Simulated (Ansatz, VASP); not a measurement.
## One calculation of Ga2O3, two programs

```
Ga O
1.0
     2.47495    1.42891    4.43535
    -2.47495    1.42891    4.43535
     0.00000   -2.85783    4.43535
Ga O
4 6
Direct
  0.85577 0.85577 0.85577
  0.64423 0.64423 0.64423
  0.14423 0.14423 0.14423
  0.35577 0.35577 0.35577
  0.05277 0.44723 0.75000
  0.75000 0.05277 0.44723
  0.44723 0.75000 0.05277
  0.94723 0.55277 0.25000
  0.25000 0.94723 0.55277
  0.55277 0.25000 0.94723
```

Alike in both runs: functional LDA; k mesh 6 × 6 × 6; occupations gaussian, width 0.02 eV; no spin polarisation.

Ansatz relaxed the structure, and its values are those at the end. VASP's run is a single point on that final structure, the one shown.

```csv
,VASP,Ansatz
version,VASP 6.6.1,Ansatz 0.2.0
potentials or method,"VASP PAW LDA potentials, release 64 (Ga_d, O), cutoff 520 eV","scalar-relativistic, plane waves, PAW"
valence electrons in the cell,88,88
```

|  | VASP | Ansatz | Ansatz less VASP |
| --- | --- | --- | --- |
| gap on the k mesh at the Fermi level (eV) | 3.06 | 3.04 | -0.014 |
| least direct gap on the mesh (eV) | 3.33 | 3.32 | -0.015 |
| pressure (GPa) | 2.1 | 0.0 | -2.11 |
| rms of the force components (eV/Å) | 0.013 | 0.000 | -0.0131 |

Ansatz warns that its potentials were made for another functional, while VASP's fit it. LDA's correlation is that of Perdew and Zunger in VASP and of Perdew and Wang (1992) in Ansatz.
